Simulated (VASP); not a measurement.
The system is BaTiO3.

```
Ba Ti O
1.0
     2.82737    1.63238    2.31839
    -2.82737    1.63238    2.31839
     0.00000   -3.26476    2.31839
Ba Ti O
1 1 3
Direct
  0.00000 0.00000 0.00000
  0.48450 0.48450 0.48450
  0.50860 0.50860 0.01750
  0.01750 0.50860 0.50860
  0.50860 0.01750 0.50860
```

Base run:

```yaml
Program: VASP 6.6.1
Functional: PBEsol
Potentials_or_basis: VASP PAW PBE potentials, release 64 (Ba_sv, Ti_sv, O)
Cutoff: 600 eV
k_mesh: 4 × 4 × 4, shifted
Occupations: gaussian, width 0.01 eV
Spin: no spin polarisation
```

Its results: band gap on the k mesh 2.74 eV (least direct gap 3.04 eV); pressure 0.5 GPa; largest force 0.202 eV/Å.

After a change of settings the same cell gave: band gap on the k mesh 3.17 eV (least direct gap 3.47 eV); pressure 3.7 GPa; largest force 0.314 eV/Å. Which change was it?
A. functional from PBEsol to revPBE
B. functional from PBEsol to LDA; potentials or basis from VASP PAW PBE potentials, release 64 (Ba_sv, Ti_sv, O) to VASP PAW LDA potentials, release 64 (Ba_sv, Ti_sv, O)
C. functional from PBEsol to RPBE
D. functional from PBEsol to r2SCAN; cutoff from 600 eV to 660 eV

D.

Caveats: the PAW data sets were made with another functional, which shifts forces and pressure a little; spin-orbit coupling is left out, which moves the levels of the heavy elements; a shifted mesh leaves out Γ, where band edges can lie; the cell stands under pressure (at least some runs).
